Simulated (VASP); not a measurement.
# Mo16F (a cell with a defect) in VASP: single point with PBE

Aim: the single point of Mo16F (a cell with a defect) with PBE.

All numbers are computed with VASP 6.6.1; they aren't measurements. Logs are shortened: lines on timing, memory, paths and dates and some standing lists are left out, and cuts for length are marked.

## Step 1: The cell of the first run

The cell holds a defect, 17 atoms: a = 6.300 Å, b = 6.300 Å, c = 6.300 Å, α = 90.00°, β = 90.00°, γ = 90.00°.

## Step 2: Single point, PBE

INCAR

```
SYSTEM = Mo16F
PREC = Accurate ; ENCUT = 520
EDIFF = 1E-6 ; ISMEAR = -1
SIGMA = 0.002 ; LREAL = .FALSE.
LASPH = .TRUE. ; NELM = 120
ALGO = Normal ; ISIF = 2
LWAVE = .FALSE. ; LCHARG = .FALSE.
GGA = PE ; NBANDS = 130
GGA_COMPAT = .FALSE.
```

KPOINTS

```
regular mesh
0
G
  2 2 2
  0 0 0
```

POSCAR

```
Mo16F
1.0
    6.3000000000      0.0000000000      0.0000000000
    0.0000000000      6.3000000000      0.0000000000
    0.0000000000      0.0000000000      6.3000000000
Mo F
16 1
Direct
   -0.0271428571     -0.0394285714      0.0149365079
    0.5068730159     -0.0222539683     -0.0268095238
   -0.0139047619      0.5171587302     -0.0018888889
    0.0222063492      0.0089365079      0.4925873016
    0.2506349206      0.2688571429      0.2826984127
    0.5062698413      0.4959841270      0.0156507937
    0.5138253968     -0.0043333333      0.5035238095
    0.7456031746      0.2527936508      0.2590476190
    0.0059206349      0.5040634921      0.5027777778
    0.2657301587      0.7462063492      0.2582380952
    0.2121269841      0.2725396825      0.7069047619
    0.5159365079      0.4958730159      0.5046031746
    0.7298571429      0.7605873016      0.2561904762
    0.7441111111      0.2427301587      0.7412539683
    0.2614920635      0.7512539683      0.7463015873
    0.7520476190      0.7471746032      0.7422698413
    0.2334285714      0.1422063492     -0.0014761905
```

Potentials or basis: VASP PAW PBE potentials, release 64 (Mo_sv, F).

Started as:

```sh
cat potpaw_PBE.64/Mo_sv/POTCAR potpaw_PBE.64/F/POTCAR > POTCAR
mpirun -np 1 vasp_std > vasp.out
```

OUTCAR:

```text
SYSTEM = Mo16F
   PREC = Accurate
   ENCUT = 520
   EDIFF = 1E-6
   ISMEAR = -1
   LREAL = .FALSE.
   LASPH = .TRUE.
   NELM = 120
   ISIF = 2
   GGA = PE

 ion  position               nearest neighbor table
   1  0.973  0.961  0.015-  17 2.00  13 2.50  16 2.59  10 2.75   8 2.79   3 2.80  15 2.81  14 2.87
                             2 2.95   4 3.04   5 3.11  11 3.15   4 3.32   2 3.38
   2  0.507  0.978  0.973-  17 2.02  15 2.54  16 2.57  13 2.65  14 2.68  10 2.77   8 2.92   1 2.95
                             7 2.96   6 3.05  11 3.12   5 3.13   6 3.28   7 3.34   1 3.38
   3  0.986  0.517  0.998-  16 2.62  13 2.76  15 2.78  11 2.79   8 2.79   1 2.80  10 2.81  14 2.82
                             5 2.91   6 3.03   9 3.12   9 3.18   6 3.28
   4  0.022  0.009  0.493-  11 2.45   5 2.55  10 2.70  15 2.73   8 2.75  14 2.77  13 2.84  16 2.84
                             1 3.04   7 3.10   9 3.12   9 3.18   7 3.20   1 3.32
   5  0.251  0.269  0.283-  17 1.96   9 2.55   4 2.55  12 2.61  11 2.68   6 2.73   7 2.77   3 2.91
                            10 3.01   1 3.11   8 3.12   2 3.13   8 3.19  10 3.30
   6  0.506  0.496  0.016-   8 2.64  13 2.66  10 2.67   5 2.73  14 2.79  15 2.80  16 2.81   3 3.03
                            11 3.03   2 3.05  12 3.08  12 3.22   2 3.28   3 3.28
   7  0.514  0.996  0.504-  13 2.54  14 2.60  16 2.64   8 2.67  15 2.69  10 2.70   5 2.77  11 2.88
                             2 2.96   4 3.10  12 3.15  12 3.15   4 3.20   2 3.34
   8  0.746  0.253  0.259-  12 2.61   6 2.64   7 2.67   9 2.75   4 2.75   3 2.79   1 2.79   2 2.92
                            14 3.04  13 3.10   5 3.12   5 3.19  13 3.20  14 3.26
   9  0.006  0.504  0.503-  11 2.34   5 2.55  16 2.68  15 2.72  10 2.72   8 2.75  14 2.77  13 2.84
                            12 3.09   4 3.12   3 3.12   3 3.18   4 3.18  12 3.21
  10  0.266  0.746  0.258-   6 2.67   4 2.70   7 2.70   9 2.72  12 2.72   1 2.75   2 2.77   3 2.81
                            13 2.93   5 3.01  15 3.08  15 3.23   5 3.30  13 3.38
  11  0.212  0.273  0.707-  17 2.02   9 2.34   4 2.45   5 2.68  12 2.70   3 2.79   7 2.88  14 2.96
                             6 3.03  15 3.04   2 3.12   1 3.15  15 3.31  14 3.36
  12  0.516  0.496  0.505-   5 2.61   8 2.61  14 2.61  16 2.64  13 2.65  11 2.70  10 2.72  15 2.73
                             6 3.08   9 3.09   7 3.15   7 3.15   9 3.21   6 3.22
  13  0.730  0.761  0.256-   1 2.50   7 2.54   2 2.65  12 2.65   6 2.66   3 2.76   9 2.84   4 2.84
                            10 2.93  16 3.07   8 3.10   8 3.20  16 3.24  10 3.38
  14  0.744  0.243  0.741-   7 2.60  12 2.61   2 2.68   9 2.77   4 2.77   6 2.79   3 2.82   1 2.87
                            11 2.96   8 3.04  16 3.12  16 3.18   8 3.26  11 3.36
  15  0.261  0.751  0.746-   2 2.54   7 2.69   9 2.72   4 2.73  12 2.73   3 2.78   6 2.80   1 2.81
                            11 3.04  10 3.08  16 3.09  16 3.21  10 3.23  11 3.31
  16  0.752  0.747  0.742-   2 2.57   1 2.59   3 2.62  12 2.64   7 2.64   9 2.68   6 2.81   4 2.84
                            13 3.07  15 3.09  14 3.12  14 3.18  15 3.21  13 3.24
  17  0.233  0.142  0.999-   5 1.96   1 2.00   2 2.02  11 2.02

  LATTYP: Found a simple cubic cell.
 ALAT       =     6.3000000000

  Lattice vectors:

 A1 = (   6.3000000000,   0.0000000000,   0.0000000000)
 A2 = (   0.0000000000,   6.3000000000,   0.0000000000)
 A3 = (   0.0000000000,   0.0000000000,   6.3000000000)

Analysis of symmetry for initial positions (statically):
=====================================================================
[... 160 lines left out ...]
  Thomas-Fermi vector in A             =   2.692504
   LORBIT       =      0    0 simple, 1 ext, 2 COOP (PROOUT), +10 PAW based schemes
   GGA     = PE    functional components
   LHFCALC =     F    Hartree Fock is set to
   AEXX    =    0.0000 exact exchange contribution
   IVDW    =     0    specifies the selected vdW correction
   LEPSILON=     F    determine dielectric tensor
   LRPA    =     F    only Hartree local field effects (RPA)
 non-spin polarized calculation
  energy-cutoff  :      520.00
  volume of cell :      250.05
 maximum number of plane-waves:      6776
 NGX is ok and might be reduce to    48
   NGX = 23   NGY = 23   NGZ = 23

 number of electron     231.0000006 magnetization

 Free energy of the ion-electron system (eV)
  ---------------------------------------------------
  ext. energy  EPLUGINS =         0.00000000
  ---------------------------------------------------
  free energy    TOTEN  =      -173.61914157 eV

  energy without entropy =     -173.61914157  energy(sigma->0) =     -173.61914157

 E-fermi :  12.8104     XC(G=0): -13.4811

 val. band max:       12.7744400396   @ k =   0.0000   0.5000   0.0000
 cond. band min:      12.8463563051   @ k =   0.0000   0.0000   0.5000
 fundamental gap:      0.0719162654
 Fermi energy:        12.8104346774

 k-point     1 :       0.0000    0.0000    0.0000
  band No.  band energies     occupation
      1     -48.3991      2.00000
      2     -48.2803      2.00000
      3     -48.2021      2.00000
      4     -48.1726      2.00000
      5     -48.1177      2.00000
      6     -48.0517      2.00000
[... 1029 lines left out ...]
    126      14.5099      0.00000
    127      14.5499      0.00000
 [bands above 127 left out]

------------------------ aborting loop because EDIFF is reached ----------------------------------------

  FORCE on cell =-STRESS in cart. coord.  units (eV):
  Direction    XX          YY          ZZ          XY          YZ          ZX
  --------------------------------------------------------------------------------------
  -------------------------------------------------------------------------------------
  Total       23.5798952     28.8020824     34.7037579      0.7650209      0.5175340      1.4118204
  in kB      151.0882895    184.5494786    222.3644921      4.9018751      3.3161012      9.0462461
  external PRESSURE =     186.0007534 kB  Pullay stress =       0.0000000 kB

 VOLUME and BASIS-vectors are now :
 -----------------------------------------------------------------------------
  energy-cutoff  :      520.00
  volume of cell :      250.05
      direct lattice vectors                 reciprocal lattice vectors
     6.300000000  0.000000000  0.000000000     0.158730159  0.000000000  0.000000000
     0.000000000  6.300000000  0.000000000     0.000000000  0.158730159  0.000000000
     0.000000000  0.000000000  6.300000000     0.000000000  0.000000000  0.158730159

 POSITION                                       TOTAL-FORCE (eV/Angst)
 -----------------------------------------------------------------------------------
      6.12900      6.05160      0.09410        -0.402548      0.935438     -1.034570
      3.19330      6.15980      6.13110         1.677299      0.406857      1.791860
      6.21240      3.25810      6.28810         0.782918     -0.989266      0.557814
      0.13990      0.05630      3.10330        -1.914736     -1.488524      0.330903
      1.57900      1.69380      1.78100         0.258165      0.669009     -0.886520
      3.18950      3.12470      0.09860        -0.184329      0.191430     -1.162888
[... 9 lines left out ...]
      4.73790      4.70720      4.67630        -0.023941     -0.119618      0.198478
      1.47060      0.89590      6.29070        -0.117144      0.207815     -0.639365
 -----------------------------------------------------------------------------------
    total drift:                                0.000201     -0.000240     -0.000658

  FREE ENERGIE OF THE ION-ELECTRON SYSTEM (eV)
  ---------------------------------------------------
  free  energy   TOTEN  =      -173.6191415669 eV

  energy  without entropy=     -173.6191415666  energy(sigma->0) =     -173.61914157
```

OSZICAR:

```text
N       E                     dE             d eps       ncg     rms          rms(c)
DAV:   1     0.315360978360E+04    0.31536E+04   -0.14380E+05  2088   0.189E+03
DAV:   2    -0.102928891521E+02   -0.31639E+04   -0.31056E+04  2176   0.604E+02
DAV:   3    -0.177259731364E+03   -0.16697E+03   -0.16169E+03  2758   0.120E+02
DAV:   4    -0.183563147624E+03   -0.63034E+01   -0.61316E+01  2520   0.170E+01
DAV:   5    -0.183768036238E+03   -0.20489E+00   -0.20260E+00  2600   0.280E+00    0.665E+01
DAV:   6    -0.175432808300E+03    0.83352E+01   -0.29262E+01  2432   0.205E+01    0.222E+01
DAV:   7    -0.176126466457E+03   -0.69366E+00   -0.30786E+01  2664   0.204E+01    0.123E+01
DAV:   8    -0.173621703530E+03    0.25048E+01   -0.15360E+01  2600   0.115E+01    0.380E+00
DAV:   9    -0.173679566678E+03   -0.57863E-01   -0.12840E+00  2672   0.399E+00    0.251E+00
DAV:  10    -0.173622285117E+03    0.57282E-01   -0.44457E-01  2616   0.268E+00    0.117E+00
DAV:  11    -0.173621526166E+03    0.75895E-03   -0.73107E-02  2728   0.111E+00    0.486E-01
DAV:  12    -0.173619215126E+03    0.23110E-02   -0.19396E-02  2584   0.634E-01    0.207E-01
DAV:  13    -0.173619236683E+03   -0.21557E-04   -0.22695E-03  2656   0.196E-01    0.127E-01
DAV:  14    -0.173619156770E+03    0.79912E-04   -0.73394E-04  2680   0.123E-01    0.703E-02
DAV:  15    -0.173619141263E+03    0.15507E-04   -0.12726E-04  2648   0.528E-02    0.236E-02
DAV:  16    -0.173619140468E+03    0.79461E-06   -0.28783E-05  2656   0.246E-02    0.127E-02
DAV:  17    -0.173619141656E+03   -0.11871E-05   -0.55467E-06  1920   0.106E-02    0.493E-03
DAV:  18    -0.173619141567E+03    0.88683E-07   -0.12137E-06  1352   0.579E-03
   1 F= -.17361914E+03 E0= -.17361914E+03  d E =-.305300E-09
```

stdout:

```text
POSCAR found type information on POSCAR MoF
 POSCAR found :  2 types and      17 ions
 scaLAPACK will be used
 -----------------------------------------------------------------------------
|                                                                             |
|                                                                             |
|     You have a (more or less) 'large supercell' and for larger cells it     |
|     might be more efficient to use real-space projection operators.         |
|     Therefore, try LREAL= Auto in the INCAR file.                           |
|     Mind: For very accurate calculation, you might also keep the            |
|     reciprocal projection scheme (i.e. LREAL=.FALSE.).                      |
|                                                                             |
 -----------------------------------------------------------------------------

 LDA part: xc-table for (Slater+PW92), standard interpolation
 POSCAR, INCAR and KPOINTS ok, starting setup
 FFT: planning ... GRIDC
 FFT: planning ... GRID_SOFT
 FFT: planning ... GRID
 WAVECAR not read
 entering main loop
```

Wall time 6.7 min (1 thread of Intel Xeon 8259CL, shared host); peak memory 0.42 GiB.

Results:

* Free energy: -173.6191 eV
* Pressure: 18.6 GPa
* Largest force: 3.906 eV/Å
* Band gap on the k mesh: zero (an odd number of electrons rules out a gap without spin polarisation)

Forces on the atoms (eV/Å):
```
Mo  -0.403  0.935 -1.035
Mo   1.677  0.407  1.792
Mo   0.783 -0.989  0.558
Mo  -1.915 -1.489  0.331
Mo   0.258  0.669 -0.887
Mo  -0.184  0.191 -1.163
Mo  -0.515  0.196 -0.448
Mo   0.437 -0.026 -1.162
Mo  -1.562  1.804 -1.289
Mo  -1.293 -0.147 -0.425
Mo   2.696 -0.291  2.811
Mo  -0.764  0.336  0.353
Mo   1.821 -1.228 -0.048
Mo  -0.053  0.525  1.076
Mo  -0.843 -0.982 -0.024
Mo  -0.024 -0.120  0.198
F   -0.117  0.208 -0.639
```

Stress tensor (GPa, compression positive):
```
15.11  0.49  0.90
 0.49 18.45  0.33
 0.90  0.33 22.24
```

Levels at points of the mesh, in eV from the Fermi level:
```
           k point  band 114  band 115  band 116  band 117  band 118  band 119
(0.00, 0.00, 0.00)     -0.17      0.12      0.29      0.46      0.86      0.98
(0.50, 0.00, 0.00)     -0.29     -0.12     -0.04      0.06      0.36      0.53
(0.00, 0.50, 0.00)     -0.35     -0.11     -0.04      0.30      0.33      0.53
(0.00, 0.00, 0.50)     -0.28     -0.05      0.04      0.25      0.38      0.51
(0.50, 0.50, 0.00)     -0.49     -0.18     -0.17      0.14      0.44      0.49
(0.00, 0.50, 0.50)     -0.41     -0.22     -0.06      0.21      0.33      0.42
(0.50, 0.00, 0.50)     -0.55     -0.25     -0.19      0.08      0.30      0.50
(0.50, 0.50, 0.50)     -1.18     -0.79      0.59      0.90      0.96      1.10
```

Caveat: the k points lie up to 0.50 Å⁻¹ apart, too coarse for converged energies and pressures of a metal.

The gap in the log of VASP goes by the Fermi energy; the results here count the filled bands.